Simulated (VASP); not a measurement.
Crystal: SnTe3.

```
Sn Te
1.0
     0.00000    5.14598    5.14598
     5.14598    0.00000    5.14598
     5.14598    5.14598    0.00000
Sn Te
2 6
Direct
  0.00000 0.00000 0.00000
  0.25000 0.25000 0.25000
  0.12500 0.12500 0.12500
  0.12500 0.12500 0.62500
  0.12500 0.62500 0.12500
  0.62500 0.12500 0.12500
  0.75000 0.75000 0.75000
  0.50000 0.50000 0.50000
```

The cell was generated, and may not be a known phase.

| Property | Result |
| --- | --- |
| Program | VASP 6.6.1 |
| Task | relaxation of cell and atoms |
| Functional | PBE |
| Potentials or basis | VASP PAW PBE potentials, release 64 (Sn_d, Te) |
| Cutoff | 600 eV |
| k mesh | 4 × 4 × 4 |
| Occupations | gaussian, width 0.1 eV |
| Spin | no spin polarisation |

At the start: pressure 38.9 GPa; volume 34.07 Å³/atom.

Q: Where does the relaxation end?

A: Over 5 steps the energy falls by 2117.7 meV/atom and the volume is 67.35 Å³/atom (+97.7 %); space group Fd-3m (No. 227, to 0.1 Å) before and after.

Step by step:
| step | energy change (eV) | largest force (eV/Å) | pressure (GPa) | volume (Å³) |
| --- | --- | --- | --- | --- |
| 1 | 0.0000 | 0.0000 | 38.86 | 272.54 |
| 2 | -15.3249 | 0.0000 | -1.79 | 745.60 |
| 3 | -16.8581 | 0.0000 | 0.86 | 504.09 |
| 4 | -16.9152 | 0.0000 | -0.40 | 557.40 |
| 5 | -16.9415 | 0.0000 | -0.04 | 538.83 |

Final structure:
```yaml
crystal:
  lattice:
    - [0.00000, 6.45862, 6.45862]
    - [6.45862, 0.00000, 6.45862]
    - [6.45862, 6.45862, 0.00000]
  atoms:
    - { symbol: Sn, position: [0.00000, 0.00000, 0.00000] }
    - { symbol: Sn, position: [0.25000, 0.25000, 0.25000] }
    - { symbol: Te, position: [0.12500, 0.12500, 0.12500] }
    - { symbol: Te, position: [0.12500, 0.12500, 0.62500] }
    - { symbol: Te, position: [0.12500, 0.62500, 0.12500] }
    - { symbol: Te, position: [0.62500, 0.12500, 0.12500] }
    - { symbol: Te, position: [0.75000, 0.75000, 0.75000] }
    - { symbol: Te, position: [0.50000, 0.50000, 0.50000] }
```

Caveat: the volume moved by over 15 % at a fixed basis, so the end points are rough.
